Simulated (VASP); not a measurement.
A run of VASP 6.6.1 is set up as follows.

File INCAR:

```
SYSTEM = H3CCl
PREC = Accurate ; ENCUT = 520
EDIFF = 1E-6 ; ISMEAR = -1
SIGMA = 0.05 ; LREAL = Auto
LASPH = .True. ; NELM = 100
ALGO = Normal ; ISIF = 2
LWAVE = .False. ; LCHARG = .False.
GGA = PE ; IVDW = 12
NBANDS = 82
```

KPOINTS

```
regular mesh
0
Gamma
  1 1 1
  0 0 0
```

File POSCAR:

```
H3CCl
1.0
    9.0287150000      0.0000000000      0.0000000000
    0.0000000000      9.0287150000      0.0000000000
    0.0000000000      0.0000000000      9.0287150000
C Cl H
8 8 24
Direct
    0.1278919536      0.7595433016      0.2884795898
    0.4644847024      0.4074333945      0.4591018766
    0.9828087386      0.4208461558      0.6622980125
    0.8703453371      0.1679197981      0.2563709232
    0.8354898787     -0.0241230341      0.7387983783
    0.3956598475      0.1385136202      0.0399060110
    0.4517143359      0.6962341817      0.9109601975
    0.5525703270      0.7671523578      0.3049824920
    0.0697773714      0.8188983704      0.4797803453
    0.4509722591      0.2110156318      0.4303602451
    0.7900238295      0.4603534390      0.7086501235
    0.9994667015      0.3175424188      0.2479644113
    0.9010916836     -0.0632094379      0.9278729033
    0.3525086349      0.2399234000     -0.1305501392
    0.2542665263      0.7647821423      0.9108715914
    0.5201183114      0.8256656678      0.5029508629
    0.0392414646      0.8172370044      0.2264220324
    0.2406433252      0.8107798286      0.2825540512
    0.0749276060      0.6481431743      0.2893545759
    0.5464011213      0.4241245847      0.5486827306
    0.5295548702      0.4423663833      0.3541700009
    0.3465830963      0.4294188043      0.4625132148
    1.0384866506      0.3613914051      0.7502396520
    0.9976502747      0.3378886143      0.5720636879
    1.0292937589      0.5260327743      0.6170313273
    0.8792059557      0.1416702155      0.3827565717
    0.7613043495      0.2322811164      0.2442651031
    0.8827169758      0.0693675678      0.1940143199
    0.7202132308      0.0032673531      0.7598534232
    0.9040489150      0.0505055260      0.6881931703
    0.8302178106     -0.1299963505      0.6659197904
    0.3492745092      0.0117624712      0.0319868331
    0.5155440171      0.1484596645      0.0554563966
    0.3235565637      0.1938371075      0.1199949273
    0.5131959531      0.6964667730      0.8080441126
    0.5085552041      0.7611935918      1.0027451304
    0.4038337681      0.5879463467      0.9460150199
    0.5963750102      0.8734687051      0.2383727917
    0.6297020119      0.6779702316      0.2813135646
    0.4393426972      0.7437381732      0.3000648487
```

Potentials or basis: VASP PAW PBE potentials, release 64 (C, Cl, H).

Launch:

```bash
$ cat potpaw_PBE.64/C/POTCAR potpaw_PBE.64/Cl/POTCAR potpaw_PBE.64/H/POTCAR > POTCAR
$ mpirun -np 1 vasp_gam > vasp.out
```

**Question.** What does it give for the pressure?

**Answer.** -1.7 GPa.

**Question.** Predict the largest force.

**Answer.** 4.956 eV/Å.

**Question.** What does it give for the dispersion energy per atom?

**Answer.** -0.042 eV.

**Question.** Predict the band gap on the k mesh.

**Answer.** 4.84 eV.

Stress tensor (GPa, compression positive):
```
-1.99 -0.62  0.66
-0.62 -1.39 -0.08
 0.66 -0.08 -1.67
```

Caveat: the k points lie up to 0.70 Å⁻¹ apart.
